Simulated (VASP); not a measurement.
# Ta2Ru (Fm-3m) in VASP: further runs, part 2 of 2

VASP 6.6.1.

### Step 5. Relaxation of cell and atoms, LDA

This run uses another cell than the first one, of 19.48 Å³/atom.

The input, INCAR:

```
ALGO = Fast
EDIFF = 1E-6
EDIFFG = -0.01
ENCUT = 600
IBRION = 2
ISIF = 3
ISMEAR = 0
LASPH = T
LCHARG = F
LREAL = F
LWAVE = F
NELM = 100
NSW = 100
PREC = Accurate
SIGMA = 0.1
```

The input, KPOINTS:

```
k-points
0
Gamma
  14 14 14
```

The input, POSCAR:

```
Ta2Ru
1.0
    0.0000000000      3.0803026659      3.0803026659
    3.0803026659      0.0000000000      3.0803026659
    3.0803026659      3.0803026659      0.0000000000
Ta Ru
2 1
Direct
    0.7500000000      0.7500000000      0.7500000000
    0.2500000000      0.2500000000      0.2500000000
    0.0000000000      0.0000000000      0.0000000000
```

Potentials or basis: VASP PAW LDA potentials, release 64 (Ta_pv, Ru_pv).

Command:

```bash
$ cat potpaw_LDA.64/Ta_pv/POTCAR potpaw_LDA.64/Ru_pv/POTCAR > POTCAR
$ mpirun -np 1 vasp_std > vasp.out
```

OUTCAR:

```text
EDIFF = 1E-6
   EDIFFG = -0.01
   ENCUT = 600
   IBRION = 2
   ISIF = 3
   ISMEAR = 0
   LASPH = T
   LREAL = F
   NELM = 100
   NSW = 100
   PREC = Accurate

 ion  position               nearest neighbor table
   1  0.750  0.750  0.750-   3 2.67   3 2.67   3 2.67   3 2.67   2 3.08   2 3.08   2 3.08   2 3.08
                             2 3.08   2 3.08
   2  0.250  0.250  0.250-   3 2.67   3 2.67   3 2.67   3 2.67   1 3.08   1 3.08   1 3.08   1 3.08
                             1 3.08   1 3.08
   3  0.000  0.000  0.000-   1 2.67   1 2.67   1 2.67   1 2.67   2 2.67   2 2.67   2 2.67   2 2.67

  LATTYP: Found a face centered cubic cell.
 ALAT       =     6.1606053318

  Lattice vectors:

 A1 = (   0.0000000000,   3.0803026659,   3.0803026659)
 A2 = (   3.0803026659,   0.0000000000,   3.0803026659)
 A3 = (   3.0803026659,   3.0803026659,   0.0000000000)

Analysis of symmetry for initial positions (statically):
=====================================================================
 Subroutine PRICEL returns:
 Original cell was already a primitive cell.

 Routine SETGRP: Setting up the symmetry group for a
 face centered cubic supercell.

 Subroutine GETGRP returns: Found 48 space group operations
 (whereof 48 operations were pure point group operations)
 out of a pool of 48 trial point group operations.

The static configuration has the point symmetry O_h .

Analysis of symmetry for dynamics (positions and initial velocities):
=====================================================================
 Subroutine PRICEL returns:
 Original cell was already a primitive cell.

 Routine SETGRP: Setting up the symmetry group for a
 face centered cubic supercell.

 Subroutine GETGRP returns: Found 48 space group operations
 (whereof 48 operations were pure point group operations)
 out of a pool of 48 trial point group operations.

The dynamic configuration has the point symmetry O_h .

 Subroutine INISYM returns: Found 48 space group operations
 (whereof 48 operations are pure point group operations),
[... 126 lines left out ...]
   IVDW    =     0    specifies the selected vdW correction
   LEPSILON=     F    determine dielectric tensor
   LRPA    =     F    only Hartree local field effects (RPA)
 conjugate gradient relaxation of ions
 non-spin polarized calculation
 RMM-DIIS sequential band-by-band and
 Gauss-broadening in eV      SIGMA  =   0.10
  energy-cutoff  :      600.00
  volume of cell :       58.45
 maximum number of plane-waves:      1972
   NGX = 17   NGY = 17   NGZ = 17

--------------------------------------- Ionic step        1  -------------------------------------------

 number of electron      36.0000000 magnetization

 Free energy of the ion-electron system (eV)
  ---------------------------------------------------
  ext. energy  EPLUGINS =         0.00000000
  ---------------------------------------------------
  free energy    TOTEN  =       -35.46501771 eV

  energy without entropy =      -35.45355946  energy(sigma->0) =      -35.45928858

------------------------ aborting loop because EDIFF is reached ----------------------------------------

  FORCE on cell =-STRESS in cart. coord.  units (eV):
  Direction    XX          YY          ZZ          XY          YZ          ZX
  --------------------------------------------------------------------------------------
  -------------------------------------------------------------------------------------
  Total       -3.4014429     -3.4014429     -3.4014429      0.0000000      0.0000000     -0.0000000
  in kB      -93.2316997    -93.2316997    -93.2316997      0.0000000      0.0000000     -0.0000000
  external PRESSURE =     -93.2316997 kB  Pullay stress =       0.0000000 kB
[... 209 lines left out ...]
--------------------------------------- Ionic step        7  -------------------------------------------

 number of electron      36.0000001 magnetization

 Free energy of the ion-electron system (eV)
  ---------------------------------------------------
  ext. energy  EPLUGINS =         0.00000000
  ---------------------------------------------------
  free energy    TOTEN  =       -35.54811534 eV

  energy without entropy =      -35.53695930  energy(sigma->0) =      -35.54253732

 E-fermi :   6.8610     XC(G=0): -12.4074

 val. band max:        6.8597928634   @ k =   0.5000   0.2857   0.1429
 cond. band min:       6.8694288448   @ k =   0.4286   0.2857   0.1429
 fundamental gap:      0.0096359813
 Fermi energy:         6.8610340257

 k-point     1 :       0.0000    0.0000    0.0000
  band No.  band energies     occupation
      1     -36.0411      2.00000
      2     -36.0411      2.00000
      3     -36.0411      2.00000
      4     -27.8716      2.00000
      5     -27.8716      2.00000
      6     -27.8716      2.00000
[... 589 lines left out ...]
     21       8.8721      0.00000
     22       9.1937      0.00000

 [... further k-points ...]

------------------------ aborting loop because EDIFF is reached ----------------------------------------

  FORCE on cell =-STRESS in cart. coord.  units (eV):
  Direction    XX          YY          ZZ          XY          YZ          ZX
  --------------------------------------------------------------------------------------
  -------------------------------------------------------------------------------------
  Total       -0.0034181     -0.0034181     -0.0034181      0.0000000      0.0000000      0.0000000
  in kB       -0.0983032     -0.0983032     -0.0983032      0.0000000      0.0000000      0.0000000
  external PRESSURE =      -0.0983032 kB  Pullay stress =       0.0000000 kB
[... 18 lines left out ...]
  FREE ENERGIE OF THE ION-ELECTRON SYSTEM (eV)
  ---------------------------------------------------
  free  energy   TOTEN  =       -35.5481153403 eV

  energy  without entropy=      -35.5369593032  energy(sigma->0) =      -35.54253732

 reached required accuracy - stopping structural energy minimisation
```

OSZICAR:

```text
N       E                     dE             d eps       ncg     rms          rms(c)
DAV:   1     0.373837539509E+03    0.37384E+03   -0.22561E+04  4576   0.186E+03
[... 76 lines left out ...]
DAV:   1    -0.355485653867E+02   -0.48318E-03   -0.93873E-03  5374   0.106E+00    0.201E-01
RMM:   2    -0.355483291251E+02    0.23626E-03   -0.38525E-03  4599   0.385E-01    0.114E-01
RMM:   3    -0.355481252772E+02    0.20385E-03   -0.50782E-04  4576   0.169E-01    0.269E-02
RMM:   4    -0.355481165594E+02    0.87179E-05   -0.18155E-04  4609   0.808E-02    0.203E-02
RMM:   5    -0.355481154334E+02    0.11259E-05   -0.21864E-05  4085   0.268E-02    0.135E-02
RMM:   6    -0.355481151300E+02    0.30343E-06   -0.11321E-05  3939   0.161E-02    0.759E-03
RMM:   7    -0.355481153403E+02   -0.21024E-06   -0.22302E-06  2971   0.881E-03
   7 F= -.35548115E+02 E0= -.35542537E+02  d E =-.108820E-04
```

Wall time 14 min (1 thread of Intel Xeon Platinum 8488C (Sapphire Rapids), shared host); peak memory 0.32 GiB.

Results:

| Item | Value |
| --- | --- |
| Free energy | -35.5481 eV |
| Relaxed volume | 18.57 Å³/atom |
| Relaxed cell | a = 4.287 Å, b = 4.287 Å, c = 4.287 Å, α = 60.00°, β = 60.00°, γ = 60.00° |
| Space group after relaxing (to 0.1 Å) | Fm-3m (No. 225) |
| Energy gained by relaxing | 27.7 meV/atom |
| Ionic steps | 7 |
| Pressure after relaxing | 0.0 GPa |
| Band gap on the k mesh | zero (bands 18 and 19 overlap by 1.30 eV) |

Step by step:
| step | energy change (eV) | largest force (eV/Å) | pressure (GPa) | volume (Å³) |
| --- | --- | --- | --- | --- |
| 1 | 0.0000 | 0.0000 | -9.32 | 58.45 |
| 2 | 0.5042 | 0.0000 | 32.86 | 49.38 |
| 3 | -0.0829 | 0.0000 | -0.45 | 55.83 |
| 4 | -0.0831 | 0.0000 | -0.11 | 55.73 |
| 5 | -0.0831 | 0.0000 | 0.10 | 55.68 |
| 6 | -0.0831 | 0.0000 | -0.19 | 55.76 |
| 7 | -0.0831 | 0.0000 | -0.01 | 55.71 |

Final structure:
```
Ta Ru
1.0
     0.00000    3.03131    3.03131
     3.03131    0.00000    3.03131
     3.03131    3.03131    0.00000
Ta Ru
2 1
Direct
  0.75000 0.75000 0.75000
  0.25000 0.25000 0.25000
  0.00000 0.00000 0.00000
```

Levels at points of the mesh, in eV from the Fermi level:
| k point | band 14 | band 15 | band 16 | band 17 | band 18 | band 19 | band 20 | band 21 | band 22 |
| --- | --- | --- | --- | --- | --- | --- | --- | --- | --- |
| (0.00, 0.00, 0.00) | -2.97 | -2.97 | -2.44 | -2.44 | -2.44 | 1.31 | 1.31 | 3.98 | 3.98 |
| (0.50, 0.00, 0.00) | -3.54 | -3.54 | -3.48 | -0.85 | -0.85 | 0.64 | 0.68 | 0.68 | 1.88 |
| (0.50, 0.50, 0.00) | -3.49 | -2.73 | -2.28 | -2.07 | 0.80 | 0.80 | 1.52 | 1.54 | 2.30 |

Caveat: spin-orbit coupling is left out, which moves the levels of the heavy elements.

### Step 6. The runs side by side

```tsv
task	level	potentials or basis	cell	cutoff (eV)	gap on the mesh (eV)	pressure (GPa)	relaxed volume (Å³/atom)
single point	LDA	VASP PAW LDA potentials, release 64 (Ta_pv, Ru_pv)	a = 4.282 Å, angles 60.0°, 3 atoms	520	none	0.7	-
single point	PBE	VASP PAW PBE potentials, release 64 (Ta_pv, Ru_pv)	a = 4.359 Å, angles 60.0°, 3 atoms	520	none	0.0	-
relaxation of cell and atoms	PBE	VASP PAW PBE potentials, release 64 (Ta_pv, Ru_pv)	relaxed from a = 4.356 Å, angles 60.0°, 3 atoms	600	none	0.0	19.52
relaxation of cell and atoms	LDA	VASP PAW LDA potentials, release 64 (Ta_pv, Ru_pv)	relaxed from a = 4.356 Å, angles 60.0°, 3 atoms	600	none	0.0	18.57
```

Alike in all rows: no spin polarisation; k mesh 14 × 14 × 14; smearing gaussian 0.1 eV.

Caveats: spin-orbit coupling is left out, which moves the levels of the heavy elements.

Total energies depend on the potentials used, so only differences within one code and one set of settings carry meaning.
